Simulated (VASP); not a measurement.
Runs of VASP 6.6.1 on Al. The structure is that of space group P6_3/mmc (No. 194), or close to it. The cells are those of the table. 

```csv
task,level,potentials or basis,cell,cutoff (eV),gap on the mesh (eV),pressure (GPa),relaxed volume (Å³/atom)
single point,PBEsol+D3(BJ),"VASP PAW PBE potentials, release 64 (Al)","a = 2.830, b = 2.830, c = 8.977 Å, angles 90.0, 90.0, 120.0°, 4 atoms",520,none,0.2,-
relaxation of cell and atoms,BLYP+D3(BJ),"VASP PAW PBE potentials, release 64 (Al)","relaxed from a = 2.827, b = 2.827, c = 9.186 Å, angles 90.0, 90.0, 120.0°, 4 atoms",600,none,0.0,15.53
relaxation of cell and atoms,LDA,"VASP PAW LDA potentials, release 64 (Al)","relaxed from a = 2.827, b = 2.827, c = 9.186 Å, angles 90.0, 90.0, 120.0°, 4 atoms",600,none,0.0,15.84
single point,LDA,"VASP PAW LDA potentials, release 64 (Al)","a = 2.846, b = 2.846, c = 9.025 Å, angles 90.0, 90.0, 120.0°, 4 atoms",520,none,0.1,-
relaxation of cell and atoms,PBEsol+D3(BJ),"VASP PAW PBE potentials, release 64 (Al)","relaxed from a = 2.827, b = 2.827, c = 9.186 Å, angles 90.0, 90.0, 120.0°, 4 atoms",600,none,0.0,(a)
single point,BLYP+D3(BJ),"VASP PAW PBE potentials, release 64 (Al)","a = 2.828, b = 2.828, c = 8.948 Å, angles 90.0, 90.0, 120.0°, 4 atoms",520,none,0.2,-
```

Alike in all rows: no spin polarisation; k mesh 9 × 9 × 2; smearing methfessel-paxton 0.1 eV.

Fill in the values left out.

(a) 15.60.

Caveats: the PAW data sets were made with another functional, which shifts forces and pressure a little (some runs); pairwise dispersion overbinds metals, which lowers pressure and volume (some runs).

A gap of «none» marks levels without a gap at the run's occupations.
